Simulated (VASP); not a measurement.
# AgCl (Chlorargyrite) (Fm-3m) in VASP: notebook

AgCl (Chlorargyrite) is run at these levels: PBE; tasks: single point.

All numbers are computed with VASP 6.6.1; they aren't measurements. Logs are shortened: lines on timing, memory, paths and dates and some standing lists are left out, and cuts for length are marked.

### Step 1. The cell of the first run

It takes space group Fm-3m (No. 225, cubic). The conventional cell has a = 5.496 Å, b = 5.496 Å, c = 5.496 Å, α = 90.00°, β = 90.00°, γ = 90.00°. Ag (site symmetry m-3m) has 6 Cl at 2.75 Å within 3.6 Å. Within 3.6 Å of Cl (site symmetry m-3m) lie 6 Ag at 2.75 Å.

### Step 2. Single point, PBE (volume changed by -6%)

Contents of INCAR:

```
  PREC = Accurate
  ENCUT = 520
  EDIFF = 1E-7
  ISMEAR = 0
  SIGMA = 0.01
  LREAL = F
  LASPH = T
  NELM = 60
  ALGO = Normal
  ISIF = 2
  LWAVE = F
  LCHARG = F
  GGA = PE
  NBANDS = 16
```

Contents of KPOINTS:

```
regular mesh
0
Gamma
  6 6 6
```

Contents of POSCAR:

```
AgCl
1.0
    0.0000000000      2.7480740091      2.7480740091
    2.7480740091      0.0000000000      2.7480740091
    2.7480740091      2.7480740091      0.0000000000
Ag Cl
1 1
Direct
    0.0000000000      0.0000000000      0.0000000000
    0.5000000000      0.5000000000      0.5000000000
```

Potentials or basis: VASP PAW PBE potentials, release 64 (Ag, Cl).

On the command line:

```bash
$ cat potpaw_PBE.64/Ag/POTCAR potpaw_PBE.64/Cl/POTCAR > POTCAR
$ mpirun -np 1 vasp_std > vasp.out
```

OUTCAR:

```text
PREC = Accurate
   ENCUT = 520
   EDIFF = 1E-7
   ISMEAR = 0
   LREAL = F
   LASPH = T
   NELM = 60
   ISIF = 2
   GGA = PE

 ion  position               nearest neighbor table
   1  0.000  0.000  0.000-   2 2.75   2 2.75   2 2.75   2 2.75   2 2.75   2 2.75
   2  0.500  0.500  0.500-   1 2.75   1 2.75   1 2.75   1 2.75   1 2.75   1 2.75

  LATTYP: Found a face centered cubic cell.
 ALAT       =     5.4961480182

  Lattice vectors:

 A1 = (   0.0000000000,   2.7480740091,   2.7480740091)
 A2 = (   2.7480740091,   0.0000000000,   2.7480740091)
 A3 = (   2.7480740091,   2.7480740091,   0.0000000000)

Analysis of symmetry for initial positions (statically):
=====================================================================
 Subroutine PRICEL returns:
 Original cell was already a primitive cell.

 Routine SETGRP: Setting up the symmetry group for a
 face centered cubic supercell.

 Subroutine GETGRP returns: Found 48 space group operations
 (whereof 48 operations were pure point group operations)
 out of a pool of 48 trial point group operations.

The static configuration has the point symmetry O_h .

Analysis of symmetry for dynamics (positions and initial velocities):
=====================================================================
 Subroutine PRICEL returns:
 Original cell was already a primitive cell.

 Routine SETGRP: Setting up the symmetry group for a
 face centered cubic supercell.

 Subroutine GETGRP returns: Found 48 space group operations
 (whereof 48 operations were pure point group operations)
 out of a pool of 48 trial point group operations.

The dynamic configuration has the point symmetry O_h .

 Subroutine INISYM returns: Found 48 space group operations
 (whereof 48 operations are pure point group operations),
 and found     1 'primitive' translations

----------------------------------------------------------------------------------------

                                     Primitive cell

  volume of cell :      41.5064

  direct lattice vectors                    reciprocal lattice vectors
     0.000000000  2.748074009  2.748074009    -0.181945609  0.181945609  0.181945609
     2.748074009  0.000000000  2.748074009     0.181945609 -0.181945609  0.181945609
     2.748074009  2.748074009  0.000000000     0.181945609  0.181945609 -0.181945609

  length of vectors
     3.886363534  3.886363534  3.886363534     0.315139040  0.315139040  0.315139040

  position of ions in fractional coordinates (direct lattice)
     0.000000000  0.000000000  0.000000000
     0.500000000  0.500000000  0.500000000

  ion indices of the primitive-cell ions
   primitive index   ion index
                 1           1
                 2           2

----------------------------------------------------------------------------------------

 KPOINTS: regular mesh

Automatic generation of k-mesh.
 Grid dimensions read from file:
 generate k-points for:    6    6    6

 Generating k-lattice:

  Cartesian coordinates                     Fractional coordinates (reciprocal lattice)
    -0.030324268  0.030324268  0.030324268     0.166666667  0.000000000  0.000000000
     0.030324268 -0.030324268  0.030324268     0.000000000  0.166666667  0.000000000
     0.030324268  0.030324268 -0.030324268     0.000000000  0.000000000  0.166666667

  Length of vectors
     0.052523173  0.052523173  0.052523173

  Shift w.r.t. Gamma in fractional coordinates (k-lattice)
     0.000000000  0.000000000  0.000000000

 Subroutine IBZKPT returns following result:
 ===========================================

 Found     16 irreducible k-points:

 Following reciprocal coordinates:
            Coordinates               Weight
  0.000000  0.000000  0.000000      1.000000
  0.166667  0.000000  0.000000      8.000000
  0.333333  0.000000  0.000000      8.000000
  0.500000  0.000000  0.000000      4.000000
  0.166667  0.166667  0.000000      6.000000
  0.333333  0.166667  0.000000     24.000000
[... 8 lines left out ...]
 -0.333333  0.333333  0.166667     24.000000
 -0.333333  0.500000  0.166667     12.000000
   k-points           NKPTS =     16   k-points in BZ     NKDIM =     16   number of bands    NBANDS=     16
   number of dos      NEDOS =    301   number of ions     NIONS =      2
   total plane-waves  NPLWV =  27000
   dimension x,y,z NGX =    30 NGY =   30 NGZ =   30
   dimension x,y,z NGXF=    60 NGYF=   60 NGZF=   60
   ions per type =               1   1
   NGX,Y,Z   is equivalent  to a cutoff of  12.83, 12.83, 12.83 a.u.
   NGXF,Y,Z  is equivalent  to a cutoff of  25.67, 25.67, 25.67 a.u.
 SYSTEM =  unknown system
   PREC   = accura    normal or accurate (medium, high low for compatibility)
   ISTART =      0    job   : 0-new  1-cont  2-samecut
   ICHARG =      2    charge: 1-file 2-atom 10-const
   ISPIN  =      1    spin polarized calculation?
   LNONCOLLINEAR =      F non collinear calculations
   LSORBIT =      F    spin-orbit coupling
   LASPH  =      T    aspherical Exc in radial PAW
   ENCUT  =  520.0 eV  38.22 Ry    6.18 a.u.   7.23  7.23  7.23*2*pi/ulx,y,z
   NELM   =     60;   NELMIN=  2; NELMDL= -5     # of ELM steps
   EDIFF  = 0.1E-06   stopping-criterion for ELM
   LREAL  =      F    real-space projection
   EDIFFG = 0.1E-05   stopping-criterion for IOM
   NSW    =      0    number of steps for IOM
   IBRION =     -1    ionic relax: 0-MD 1-quasi-New 2-CG
   NFREE  =      0    steps in history (QN), initial steepest desc. (CG)
   ISIF   =      2    stress and relaxation
   ISYM   =      2    0-nonsym 1-usesym 2-fastsym
   POTIM  = 0.5000    time-step for ionic-motion
   TEBEG  =    0.0;   TEEND  =   0.0 temperature during run
   PSTRESS=    0.0 pullay stress
   NELECT =      18.0000    total number of electrons
   NUPDOWN=      -1.0000    fix difference up-down
   EMIN   =  10.00;   EMAX   =-10.00  energy-range for DOS
   EFERMI =   0.00;   METHOD = LEGACY
   ISMEAR =     0;   SIGMA  =   0.01  broadening in eV -4-tet -1-fermi 0-gaus
   EFERMI_NEDOS =   21; number of points for ismear=-14 and -15
   IALGO  =     38    algorithm
   IMIX   =      4    mixing-type and parameters
     AMIX     =   0.40;   BMIX     =  1.00
     AMIX_MAG =   1.60;   BMIX_MAG =  1.00
  volume/ion in A,a.u.               =      20.75       140.05
  Fermi-wavevector in a.u.,A,eV,Ry     =   1.239160  2.341672 20.891970  1.535516
  Thomas-Fermi vector in A             =   2.373655
   LORBIT       =      0    0 simple, 1 ext, 2 COOP (PROOUT), +10 PAW based schemes
   GGA     = PE    functional components
   LHFCALC =     F    Hartree Fock is set to
   AEXX    =    0.0000 exact exchange contribution
   IVDW    =     0    specifies the selected vdW correction
   LEPSILON=     F    determine dielectric tensor
   LRPA    =     F    only Hartree local field effects (RPA)
 non-spin polarized calculation
 Gauss-broadening in eV      SIGMA  =   0.01
  energy-cutoff  :      520.00
  volume of cell :       41.51
 maximum number of plane-waves:      1139
 NGX is ok and might be reduce to    30
   NGX = 15   NGY = 15   NGZ = 15

 number of electron      18.0000004 magnetization

 Free energy of the ion-electron system (eV)
  ---------------------------------------------------
  ext. energy  EPLUGINS =         0.00000000
  ---------------------------------------------------
  free energy    TOTEN  =        -5.37769083 eV

  energy without entropy =       -5.37769083  energy(sigma->0) =       -5.37769083

 E-fermi :   4.2702     XC(G=0): -10.1087

 val. band max:        4.1689401218   @ k =   0.5000   0.0000   0.0000
 cond. band min:       5.0725185827   @ k =   0.0000   0.0000   0.0000
 fundamental gap:      0.9035784608
 Fermi energy:         4.2702077261

 k-point     1 :       0.0000    0.0000    0.0000
  band No.  band energies     occupation
      1     -11.1658      2.00000
      2       1.6164      2.00000
      3       1.6164      2.00000
      4       1.6164      2.00000
      5       1.6591      2.00000
      6       1.6591      2.00000
[... 8 lines left out ...]
     15      17.6488      0.00000
     16      17.6488      0.00000

 k-point     2 :       0.1667    0.0000    0.0000
  band No.  band energies     occupation
      1     -11.0547      2.00000
      2       0.5127      2.00000
      3       0.7157      2.00000
      4       0.7157      2.00000
      5       1.7134      2.00000
      6       1.7134      2.00000
[... 8 lines left out ...]
     15      16.1818      0.00000
     16      16.9293      0.00000

 k-point     3 :       0.3333    0.0000    0.0000
  band No.  band energies     occupation
      1     -10.8168      2.00000
      2      -0.7816      2.00000
      3       0.0604      2.00000
      4       0.0604      2.00000
      5       1.9075      2.00000
      6       1.9075      2.00000
[... 8 lines left out ...]
     15      17.0059      0.00000
     16      17.0181      0.00000

 k-point     4 :       0.5000    0.0000    0.0000
  band No.  band energies     occupation
      1     -10.6889      2.00000
      2      -1.3005      2.00000
      3      -0.1691      2.00000
      4      -0.1691      2.00000
      5       2.0092      2.00000
      6       2.0092      2.00000
[... 8 lines left out ...]
     15      17.8833      0.00000
     16      17.8833      0.00000

 k-point     5 :       0.1667    0.1667    0.0000
  band No.  band energies     occupation
      1     -11.0249      2.00000
      2       0.0033      2.00000
      3       1.1205      2.00000
      4       1.1205      2.00000
      5       1.5279      2.00000
      6       1.7088      2.00000
[... 8 lines left out ...]
     15      18.3091      0.00000
     16      19.0854      0.00000

 k-point     6 :       0.3333    0.1667    0.0000
  band No.  band energies     occupation
      1     -10.8448      2.00000
      2      -0.5886      2.00000
      3       0.3629      2.00000
      4       0.5027      2.00000
      5       1.6604      2.00000
      6       1.9370      2.00000
[... 8 lines left out ...]
     15      18.1657      0.00000
     16      18.8589      0.00000

 k-point     7 :       0.5000    0.1667    0.0000
  band No.  band energies     occupation
      1     -10.6860      2.00000
      2      -0.9860      2.00000
      3      -0.1409      2.00000
      4      -0.0029      2.00000
      5       1.8931      2.00000
      6       2.0353      2.00000
[... 8 lines left out ...]
     15      18.1669      0.00000
     16      19.2007      0.00000

 k-point     8 :      -0.3333    0.1667    0.0000
  band No.  band energies     occupation
      1     -10.7194      2.00000
      2      -0.9407      2.00000
      3      -0.1134      2.00000
      4       0.0919      2.00000
      5       1.9293      2.00000
      6       1.9834      2.00000
[... 8 lines left out ...]
     15      18.3831      0.00000
     16      18.7760      0.00000

 k-point     9 :      -0.1667    0.1667    0.0000
  band No.  band energies     occupation
      1     -10.9077      2.00000
      2      -0.3444      2.00000
      3       0.1624      2.00000
      4       0.6879      2.00000
      5       1.7646      2.00000
      6       1.8930      2.00000
[... 8 lines left out ...]
     15      17.7273      0.00000
     16      18.6769      0.00000

 k-point    10 :       0.3333    0.3333    0.0000
  band No.  band energies     occupation
      1     -10.7764      2.00000
      2      -0.6231      2.00000
      3       0.9256      2.00000
      4       0.9256      2.00000
      5       1.3531      2.00000
      6       1.8095      2.00000
[... 8 lines left out ...]
     15      19.1195      0.00000
     16      20.5792      0.00000

 k-point    11 :       0.5000    0.3333    0.0000
  band No.  band energies     occupation
      1     -10.6788      2.00000
      2      -0.4660      2.00000
      3       0.2480      2.00000
      4       0.4738      2.00000
      5       1.6035      2.00000
      6       2.0850      2.00000
[... 8 lines left out ...]
     15      18.8697      0.00000
     16      19.6605      0.00000

 k-point    12 :      -0.3333    0.3333    0.0000
  band No.  band energies     occupation
      1     -10.6497      2.00000
      2      -0.5923      2.00000
      3      -0.0832      2.00000
      4       0.0247      2.00000
      5       1.8904      2.00000
      6       2.0255      2.00000
[... 8 lines left out ...]
     15      17.2349      0.00000
     16      20.5428      0.00000

 k-point    13 :       0.5000    0.5000    0.0000
  band No.  band energies     occupation
      1     -10.6745      2.00000
      2      -0.3570      2.00000
      3       0.9637      2.00000
      4       0.9637      2.00000
      5       1.2670      2.00000
      6       1.8604      2.00000
[... 8 lines left out ...]
     15      19.3425      0.00000
     16      19.3425      0.00000

 k-point    14 :       0.5000    0.3333    0.1667
  band No.  band energies     occupation
      1     -10.7158      2.00000
      2      -0.6996      2.00000
      3       0.0452      2.00000
      4       0.3598      2.00000
      5       1.8186      2.00000
      6       2.0148      2.00000
[... 8 lines left out ...]
     15      18.7191      0.00000
     16      20.3624      0.00000

 k-point    15 :      -0.3333    0.3333    0.1667
  band No.  band energies     occupation
      1     -10.6497      2.00000
      2      -0.5994      2.00000
      3      -0.0603      2.00000
      4      -0.0002      2.00000
      5       1.9352      2.00000
      6       2.0135      2.00000
[... 8 lines left out ...]
     15      17.8043      0.00000
     16      19.4508      0.00000

 k-point    16 :      -0.3333    0.5000    0.1667
  band No.  band energies     occupation
      1     -10.6460      2.00000
      2      -0.2105      2.00000
      3      -0.0156      2.00000
      4       0.2835      2.00000
      5       1.8960      2.00000
      6       2.1364      2.00000
[... 8 lines left out ...]
     15      18.5329      0.00000
     16      19.3149      0.00000

------------------------ aborting loop because EDIFF is reached ----------------------------------------

  FORCE on cell =-STRESS in cart. coord.  units (eV):
  Direction    XX          YY          ZZ          XY          YZ          ZX
  --------------------------------------------------------------------------------------
  -------------------------------------------------------------------------------------
  Total        0.7612853      0.7612853      0.7612853      0.0000000      0.0000000      0.0000000
  in kB       29.3861559     29.3861559     29.3861559      0.0000000      0.0000000      0.0000000
  external PRESSURE =      29.3861559 kB  Pullay stress =       0.0000000 kB

 VOLUME and BASIS-vectors are now :
 -----------------------------------------------------------------------------
  energy-cutoff  :      520.00
  volume of cell :       41.51
      direct lattice vectors                 reciprocal lattice vectors
     0.000000000  2.748074009  2.748074009    -0.181945609  0.181945609  0.181945609
     2.748074009  0.000000000  2.748074009     0.181945609 -0.181945609  0.181945609
     2.748074009  2.748074009  0.000000000     0.181945609  0.181945609 -0.181945609

 POSITION                                       TOTAL-FORCE (eV/Angst)
 -----------------------------------------------------------------------------------
      0.00000      0.00000      0.00000         0.000000      0.000000     -0.000000
      2.74807      2.74807      2.74807         0.000000      0.000000      0.000000
 -----------------------------------------------------------------------------------
    total drift:                               -0.000000      0.000000      0.000000

  FREE ENERGIE OF THE ION-ELECTRON SYSTEM (eV)
  ---------------------------------------------------
  free  energy   TOTEN  =        -5.3776908306 eV

  energy  without entropy=       -5.3776908306  energy(sigma->0) =       -5.37769083
```

It took 8.2 s on 1 thread of AMD EPYC 9R45 (Zen 5), shared host; peak memory 0.14 GiB.

Results:

```
Free energy            : -5.3777 eV
Pressure               : 2.9 GPa
Band gap on the k mesh : 0.90 eV, indirect (least direct gap 3.34 eV)
```

Levels at points of the mesh, in eV from the valence-band top:
| k point | band 5 | band 6 | band 7 | band 8 | band 9 | band 10 | band 11 | band 12 | band 13 | band 14 |
| --- | --- | --- | --- | --- | --- | --- | --- | --- | --- | --- |
| (0.00, 0.00, 0.00) | -2.51 | -2.51 | -2.44 | -2.44 | -2.44 | 0.90 | 10.84 | 10.84 | 10.84 | 12.34 |
| (0.50, 0.00, 0.00) | -2.16 | -2.16 | -1.83 | 0.00 | 0.00 | 4.17 | 6.69 | 7.62 | 7.62 | 13.68 |
| (0.50, 0.50, 0.00) | -2.90 | -2.31 | -2.03 | -2.03 | -1.93 | 2.34 | 7.99 | 8.72 | 11.65 | 11.65 |

 A k mesh can miss the band edges.

[end of part 1 of 2]
